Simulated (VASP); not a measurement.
# AlVC4N4 (P-43m) in VASP: a series of runs

AlVC4N4 is run at these levels: PBE; tasks: single point.

Everything below comes from runs of VASP 6.6.1. Logs are shortened: lines on timing, memory, paths and dates and some standing lists are left out, and cuts for length are marked.

### Step 1. The cell of the first run

The structure is cubic, space group P-43m (No. 215). The conventional cell has a = 5.787 Å, b = 5.787 Å, c = 5.787 Å, α = 90.00°, β = 90.00°, γ = 90.00°. Within 2.4 Å of Al (site symmetry -43m) lie 4 N at 1.84 Å. Within 2.6 Å of V (site symmetry -43m) lie 4 C at 1.99 Å. C (site symmetry 3m) has 1 N at 1.19 Å within 1.6 Å. N (site symmetry 3m) has 1 C at 1.19 Å within 1.6 Å.

### Step 2. Single point, PBE

INCAR

```
  PREC = Accurate
  ENCUT = 520
  EDIFF = 1E-7
  ISMEAR = 0
  SIGMA = 0.01
  LREAL = False
  LASPH = True
  NELM = 80
  ALGO = Normal
  ISIF = 2
  LWAVE = False
  LCHARG = False
  GGA = PE
  NBANDS = 37
```

KPOINTS

```
Automatic mesh
0
Gamma
  6 6 6
```

POSCAR

```
AlVC4N4
1.0
    5.7874213024      0.0000000000      0.0000000000
    0.0000000000      5.7874213024      0.0000000000
    0.0000000000      0.0000000000      5.7874213024
Al V C N
1 1 4 4
Direct
    0.5000000000      0.5000000000      0.5000000000
    0.0000000000      0.0000000000      0.0000000000
    0.1980805731      0.1980805731      0.1980805731
    0.1980805731      0.8019194269      0.8019194269
    0.8019194269      0.1980805731      0.8019194269
    0.8019194269      0.8019194269      0.1980805731
    0.3165179081      0.3165179081      0.3165179081
    0.3165179081      0.6834820919      0.6834820919
    0.6834820919      0.3165179081      0.6834820919
    0.6834820919      0.6834820919      0.3165179081
```

Potentials or basis: VASP PAW PBE potentials, release 64 (Al, V_sv, C, N).

Launch:

```bash
> cat potpaw_PBE.64/Al/POTCAR potpaw_PBE.64/V_sv/POTCAR potpaw_PBE.64/C/POTCAR potpaw_PBE.64/N/POTCAR > POTCAR
> mpirun -np 1 vasp_std > vasp.out
```

OUTCAR:

```text
PREC = Accurate
   ENCUT = 520
   EDIFF = 1E-7
   ISMEAR = 0
   LREAL = False
   LASPH = True
   NELM = 80
   ISIF = 2
   GGA = PE

 ion  position               nearest neighbor table
   1  0.500  0.500  0.500-   7 1.84   8 1.84   9 1.84  10 1.84
   2  0.000  0.000  0.000-   3 1.99   4 1.99   5 1.99   6 1.99
   3  0.198  0.198  0.198-   7 1.19   2 1.99
   4  0.198  0.802  0.802-   8 1.19   2 1.99
   5  0.802  0.198  0.802-   9 1.19   2 1.99
   6  0.802  0.802  0.198-  10 1.19   2 1.99
   7  0.317  0.317  0.317-   3 1.19   1 1.84
   8  0.317  0.683  0.683-   4 1.19   1 1.84
   9  0.683  0.317  0.683-   5 1.19   1 1.84
  10  0.683  0.683  0.317-   6 1.19   1 1.84

  LATTYP: Found a simple cubic cell.
 ALAT       =     5.7874213024

  Lattice vectors:

 A1 = (   5.7874213024,   0.0000000000,   0.0000000000)
 A2 = (   0.0000000000,   5.7874213024,   0.0000000000)
 A3 = (   0.0000000000,   0.0000000000,   5.7874213024)

Analysis of symmetry for initial positions (statically):
=====================================================================
 Subroutine PRICEL returns:
 Original cell was already a primitive cell.

 Routine SETGRP: Setting up the symmetry group for a
 simple cubic supercell.

 Subroutine GETGRP returns: Found 24 space group operations
 (whereof 24 operations were pure point group operations)
 out of a pool of 48 trial point group operations.

The static configuration has the point symmetry T_d .

Analysis of symmetry for dynamics (positions and initial velocities):
=====================================================================
 Subroutine PRICEL returns:
 Original cell was already a primitive cell.

 Routine SETGRP: Setting up the symmetry group for a
 simple cubic supercell.

 Subroutine GETGRP returns: Found 24 space group operations
 (whereof 24 operations were pure point group operations)
 out of a pool of 48 trial point group operations.

The dynamic configuration has the point symmetry T_d .

 Subroutine INISYM returns: Found 24 space group operations
 (whereof 24 operations are pure point group operations),
 and found     1 'primitive' translations

----------------------------------------------------------------------------------------

                                     Primitive cell

  volume of cell :     193.8453

  direct lattice vectors                    reciprocal lattice vectors
     5.787421302  0.000000000  0.000000000     0.172788527  0.000000000  0.000000000
     0.000000000  5.787421302  0.000000000     0.000000000  0.172788527  0.000000000
     0.000000000  0.000000000  5.787421302     0.000000000  0.000000000  0.172788527

  length of vectors
     5.787421302  5.787421302  5.787421302     0.172788527  0.172788527  0.172788527

  position of ions in fractional coordinates (direct lattice)
     0.500000000  0.500000000  0.500000000
     0.000000000  0.000000000  0.000000000
     0.198080573  0.198080573  0.198080573
     0.198080573  0.801919427  0.801919427
     0.801919427  0.198080573  0.801919427
     0.801919427  0.801919427  0.198080573
     0.316517908  0.316517908  0.316517908
     0.316517908  0.683482092  0.683482092
     0.683482092  0.316517908  0.683482092
     0.683482092  0.683482092  0.316517908

  ion indices of the primitive-cell ions
   primitive index   ion index
                 1           1
                 2           2
                 3           3
                 4           4
                 5           5
                 6           6
                 7           7
                 8           8
                 9           9
                10          10

----------------------------------------------------------------------------------------

 KPOINTS: Automatic mesh

Automatic generation of k-mesh.
 Grid dimensions read from file:
 generate k-points for:    6    6    6

 Generating k-lattice:

  Cartesian coordinates                     Fractional coordinates (reciprocal lattice)
     0.028798088  0.000000000  0.000000000     0.166666667  0.000000000  0.000000000
     0.000000000  0.028798088  0.000000000     0.000000000  0.166666667  0.000000000
     0.000000000  0.000000000  0.028798088     0.000000000  0.000000000  0.166666667

  Length of vectors
     0.028798088  0.028798088  0.028798088

  Shift w.r.t. Gamma in fractional coordinates (k-lattice)
     0.000000000  0.000000000  0.000000000

 Subroutine IBZKPT returns following result:
 ===========================================

 Found     20 irreducible k-points:

 Following reciprocal coordinates:
            Coordinates               Weight
  0.000000  0.000000  0.000000      1.000000
  0.166667  0.000000  0.000000      6.000000
  0.333333  0.000000  0.000000      6.000000
  0.500000  0.000000  0.000000      3.000000
  0.166667  0.166667  0.000000     12.000000
  0.333333  0.166667  0.000000     24.000000
[... 12 lines left out ...]
  0.500000  0.500000  0.333333      6.000000
  0.500000  0.500000  0.500000      1.000000
   k-points           NKPTS =     20   k-points in BZ     NKDIM =     20   number of bands    NBANDS=     37
   number of dos      NEDOS =    301   number of ions     NIONS =     10
   total plane-waves  NPLWV = 110592
   dimension x,y,z NGX =    48 NGY =   48 NGZ =   48
   dimension x,y,z NGXF=    96 NGYF=   96 NGZF=   96
   ions per type =               1   1   4   4
   NGX,Y,Z   is equivalent  to a cutoff of  13.79, 13.79, 13.79 a.u.
   NGXF,Y,Z  is equivalent  to a cutoff of  27.58, 27.58, 27.58 a.u.
 SYSTEM =  unknown system
   PREC   = accura    normal or accurate (medium, high low for compatibility)
   ISTART =      0    job   : 0-new  1-cont  2-samecut
   ICHARG =      2    charge: 1-file 2-atom 10-const
   ISPIN  =      1    spin polarized calculation?
   LNONCOLLINEAR =      F non collinear calculations
   LSORBIT =      F    spin-orbit coupling
   LASPH  =      T    aspherical Exc in radial PAW
   ENCUT  =  520.0 eV  38.22 Ry    6.18 a.u.  10.76 10.76 10.76*2*pi/ulx,y,z
   NELM   =     80;   NELMIN=  2; NELMDL= -5     # of ELM steps
   EDIFF  = 0.1E-06   stopping-criterion for ELM
   LREAL  =      F    real-space projection
   EDIFFG = 0.1E-05   stopping-criterion for IOM
   NSW    =      0    number of steps for IOM
   IBRION =     -1    ionic relax: 0-MD 1-quasi-New 2-CG
   NFREE  =      0    steps in history (QN), initial steepest desc. (CG)
   ISIF   =      2    stress and relaxation
   ISYM   =      2    0-nonsym 1-usesym 2-fastsym
   POTIM  = 0.5000    time-step for ionic-motion
   TEBEG  =    0.0;   TEEND  =   0.0 temperature during run
   PSTRESS=    0.0 pullay stress
   NELECT =      52.0000    total number of electrons
   NUPDOWN=      -1.0000    fix difference up-down
   EMIN   =  10.00;   EMAX   =-10.00  energy-range for DOS
   EFERMI =   0.00;   METHOD = LEGACY
   ISMEAR =     0;   SIGMA  =   0.01  broadening in eV -4-tet -1-fermi 0-gaus
   EFERMI_NEDOS =   21; number of points for ismear=-14 and -15
   IALGO  =     38    algorithm
   IMIX   =      4    mixing-type and parameters
     AMIX     =   0.40;   BMIX     =  1.00
     AMIX_MAG =   1.60;   BMIX_MAG =  1.00
  volume/ion in A,a.u.               =      19.38       130.81
  Fermi-wavevector in a.u.,A,eV,Ry     =   1.055822  1.995215 15.167242  1.114761
  Thomas-Fermi vector in A             =   2.191035
   LORBIT       =      0    0 simple, 1 ext, 2 COOP (PROOUT), +10 PAW based schemes
   GGA     = PE    functional components
   LHFCALC =     F    Hartree Fock is set to
   AEXX    =    0.0000 exact exchange contribution
   IVDW    =     0    specifies the selected vdW correction
   LEPSILON=     F    determine dielectric tensor
   LRPA    =     F    only Hartree local field effects (RPA)
 non-spin polarized calculation
 Gauss-broadening in eV      SIGMA  =   0.01
  energy-cutoff  :      520.00
  volume of cell :      193.85
 maximum number of plane-waves:      5248
 NGX is ok and might be reduce to    48
   NGX = 21   NGY = 21   NGZ = 21

 number of electron      52.0000005 magnetization

 Free energy of the ion-electron system (eV)
  ---------------------------------------------------
  ext. energy  EPLUGINS =         0.00000000
  ---------------------------------------------------
  free energy    TOTEN  =       -81.42916776 eV

  energy without entropy =      -81.42916776  energy(sigma->0) =      -81.42916776

 E-fermi :   1.0575     XC(G=0):  -7.3042

 val. band max:        1.0030350026   @ k =   0.5000   0.0000   0.0000
 cond. band min:       1.1238808095   @ k =   0.0000   0.0000   0.0000
 fundamental gap:      0.1208458069
 Fermi energy:         1.0574775406

 k-point     1 :       0.0000    0.0000    0.0000
  band No.  band energies     occupation
      1     -62.8198      2.00000
      2     -36.7257      2.00000
      3     -36.7257      2.00000
      4     -36.7257      2.00000
      5     -18.0634      2.00000
      6     -17.8166      2.00000
[... 29 lines left out ...]
     36       4.9445      0.00000
     37       5.0883      0.00000

 k-point     2 :       0.1667    0.0000    0.0000
  band No.  band energies     occupation
      1     -62.8198      2.00000
      2     -36.7257      2.00000
      3     -36.7257      2.00000
      4     -36.7257      2.00000
      5     -18.0554      2.00000
      6     -17.8250      2.00000
[... 29 lines left out ...]
     36       5.2235      0.00000
     37       5.2782      0.00000

 k-point     3 :       0.3333    0.0000    0.0000
  band No.  band energies     occupation
      1     -62.8198      2.00000
      2     -36.7257      2.00000
      3     -36.7257      2.00000
      4     -36.7257      2.00000
      5     -18.0374      2.00000
      6     -17.8438      2.00000
[... 29 lines left out ...]
     36       5.3515      0.00000
     37       5.4167      0.00000

 k-point     4 :       0.5000    0.0000    0.0000
  band No.  band energies     occupation
      1     -62.8198      2.00000
      2     -36.7257      2.00000
      3     -36.7257      2.00000
      4     -36.7257      2.00000
      5     -18.0269      2.00000
      6     -17.8547      2.00000
[... 29 lines left out ...]
     36       5.3977      0.00000
     37       5.4754      0.00000
[... 523 lines left out ...]
      1     -62.8198      2.00000
      2     -36.7257      2.00000
      3     -36.7257      2.00000
      4     -36.7257      2.00000
      5     -18.0045      2.00000
      6     -17.8402      2.00000
[... 29 lines left out ...]
     36       5.3025      0.00000
     37       5.4190      0.00000

 k-point    19 :       0.5000    0.5000    0.3333
  band No.  band energies     occupation
      1     -62.8198      2.00000
      2     -36.7257      2.00000
      3     -36.7257      2.00000
      4     -36.7257      2.00000
      5     -18.0018      2.00000
      6     -17.8364      2.00000
[... 29 lines left out ...]
     36       5.1780      0.00000
     37       5.3546      0.00000

 k-point    20 :       0.5000    0.5000    0.5000
  band No.  band energies     occupation
      1     -62.8198      2.00000
      2     -36.7257      2.00000
      3     -36.7257      2.00000
      4     -36.7257      2.00000
      5     -18.0003      2.00000
      6     -17.8363      2.00000
[... 29 lines left out ...]
     36       5.0419      0.00000
     37       5.0419      0.00000

------------------------ aborting loop because EDIFF is reached ----------------------------------------

  FORCE on cell =-STRESS in cart. coord.  units (eV):
  Direction    XX          YY          ZZ          XY          YZ          ZX
  --------------------------------------------------------------------------------------
  -------------------------------------------------------------------------------------
  Total        0.3230355      0.3230355      0.3230355      0.0000000      0.0000000     -0.0000000
  in kB        2.6699644      2.6699644      2.6699644      0.0000000      0.0000000     -0.0000000
  external PRESSURE =       2.6699644 kB  Pullay stress =       0.0000000 kB

 VOLUME and BASIS-vectors are now :
 -----------------------------------------------------------------------------
  energy-cutoff  :      520.00
  volume of cell :      193.85
      direct lattice vectors                 reciprocal lattice vectors
     5.787421302  0.000000000  0.000000000     0.172788527  0.000000000  0.000000000
     0.000000000  5.787421302  0.000000000     0.000000000  0.172788527  0.000000000
     0.000000000  0.000000000  5.787421302     0.000000000  0.000000000  0.172788527

 POSITION                                       TOTAL-FORCE (eV/Angst)
 -----------------------------------------------------------------------------------
      2.89371      2.89371      2.89371         0.000000      0.000000      0.000000
      0.00000      0.00000      0.00000         0.000000      0.000000      0.000000
      1.14638      1.14638      1.14638        -0.152621     -0.152621     -0.152621
      1.14638      4.64105      4.64105        -0.152621      0.152621      0.152621
      4.64105      1.14638      4.64105         0.152621     -0.152621      0.152621
      4.64105      4.64105      1.14638         0.152621      0.152621     -0.152621
      1.83182      1.83182      1.83182         0.186081      0.186081      0.186081
      1.83182      3.95560      3.95560         0.186081     -0.186081     -0.186081
      3.95560      1.83182      3.95560        -0.186081      0.186081     -0.186081
      3.95560      3.95560      1.83182        -0.186081     -0.186081      0.186081
 -----------------------------------------------------------------------------------
    total drift:                               -0.000000     -0.000000     -0.000000

  FREE ENERGIE OF THE ION-ELECTRON SYSTEM (eV)
  ---------------------------------------------------
  free  energy   TOTEN  =       -81.4291677649 eV

  energy  without entropy=      -81.4291677649  energy(sigma->0) =      -81.42916776
```

Wall time 2 min (1 thread of Intel Xeon 6975P-C (Granite Rapids), shared host); peak memory 0.4 GiB.

Results:

```yaml
Free_energy: -81.4292 eV
Pressure: 0.3 GPa
Largest_force: 0.322 eV/Å
Band_gap_on_the_k_mesh: 0.12 eV (least direct gap 0.38 eV)
```

Forces on the atoms (eV/Å):
```
Al   0.000  0.000  0.000
V    0.000  0.000  0.000
C   -0.153 -0.153 -0.153
C   -0.153  0.153  0.153
C    0.153 -0.153  0.153
C    0.153  0.153 -0.153
N    0.186  0.186  0.186
N    0.186 -0.186 -0.186
N   -0.186  0.186 -0.186
N   -0.186 -0.186  0.186
```

A k mesh can miss the band edges.

### Step 3. Single point, PBE, collinear spin, ferromagnetic start

INCAR

```
SYSTEM = AlVC4N4
ALGO     = Normal         ! electronic algorithm
EDIFF    = 1E-6           ! SCF threshold, eV
ENCUT    = 520            ! plane-wave cutoff, eV
GGA      = PE             ! functional
ISIF     = 2              ! what is computed and relaxed
ISMEAR   = 0              ! smearing method
ISPIN    = 2              ! spin polarisation
LASPH    = .TRUE.         ! aspherical terms in the spheres
LCHARG   = .FALSE.        ! write CHGCAR
LMAXMIX  = 4              ! l up to which the mixer works
LORBIT   = 11             ! projections on sites
LREAL    = .FALSE.        ! projectors in reciprocal space
LWAVE    = .FALSE.        ! write WAVECAR
MAGMOM   = 0 2 0 0 0 0 0 0 0 0 ! initial moments
NBANDS   = 41             ! bands
NELM     = 150            ! most SCF steps
PREC     = Accurate       ! precision mode
SIGMA    = 0.1            ! smearing width, eV
```

KPOINTS

```
k-points
0
G
  4 4 4
  0 0 0
```

POSCAR

```
AlVC4N4
1.0
    5.7873913178      0.0000000000      0.0000000000
    0.0000000000      5.7873913178      0.0000000000
    0.0000000000      0.0000000000      5.7873913178
Al V C N
1 1 4 4
Direct
    0.5000000000      0.5000000000      0.5000000000
    0.0000000000      0.0000000000      0.0000000000
    0.1980106434      0.1980106434      0.1980106434
    0.1980106434      0.8019893566      0.8019893566
    0.8019893566      0.1980106434      0.8019893566
    0.8019893566      0.8019893566      0.1980106434
    0.3164674182      0.3164674182      0.3164674182
    0.3164674182      0.6835325818      0.6835325818
    0.6835325818      0.3164674182      0.6835325818
    0.6835325818      0.6835325818      0.3164674182
```

Potentials or basis: VASP PAW PBE potentials, release 64 (Al, V_sv, C, N).

Launch:

```bash
> cat potpaw_PBE.64/Al/POTCAR potpaw_PBE.64/V_sv/POTCAR potpaw_PBE.64/C/POTCAR potpaw_PBE.64/N/POTCAR > POTCAR
> mpirun -np 1 vasp_std > vasp.out
```

It took 2.7 min on 1 thread of Intel Xeon 6975P-C (Granite Rapids), shared host; peak memory 0.46 GiB.

Results (log left out):

```
Free energy                                           : -81.4298 eV
Pressure                                              : 0.2 GPa
Largest force                                         : 0.316 eV/Å
Band gap on the k mesh                                : 0.12 eV (least direct gap 0.39 eV)
Net moment                                            : 0.00 μB per cell
Valence electrons inside the program's atomic spheres : Al 0.76; V 11.73; C 2.55; N 3.95
```

Forces in eV/Å, atoms in the order of the input:
```
Al   0.000  0.000  0.000
V    0.000  0.000  0.000
C   -0.138 -0.138 -0.138
C   -0.138  0.138  0.138
C    0.138 -0.138  0.138
C    0.138  0.138 -0.138
N    0.182  0.182  0.182
N    0.182 -0.182 -0.182
N   -0.182  0.182 -0.182
N   -0.182 -0.182  0.182
```

Levels at points of the mesh, in eV from the valence-band top:
Spin up:
```tsv
k point	band 24	band 25	band 26	band 27	band 28	band 29
(0.00, 0.00, 0.00)	-4.74	-0.30	-0.30	0.12	0.12	0.12
(0.50, 0.00, 0.00)	-4.79	-0.36	0.00	0.39	0.68	0.68
(0.50, 0.50, 0.00)	-4.79	-0.38	-0.01	0.58	0.82	0.82
(0.50, 0.50, 0.50)	-4.59	-0.29	-0.29	0.47	0.47	0.47
```
Spin down:
```tsv
k point	band 24	band 25	band 26	band 27	band 28	band 29
(0.00, 0.00, 0.00)	-4.74	-0.30	-0.30	0.12	0.12	0.12
(0.50, 0.00, 0.00)	-4.79	-0.36	0.00	0.39	0.68	0.68
(0.50, 0.50, 0.00)	-4.79	-0.38	-0.01	0.58	0.82	0.82
(0.50, 0.50, 0.50)	-4.59	-0.29	-0.29	0.47	0.47	0.47
```

Caveat: the moments typed at the start vanished in this run. A k mesh can miss the band edges.

[end of part 1 of 2]
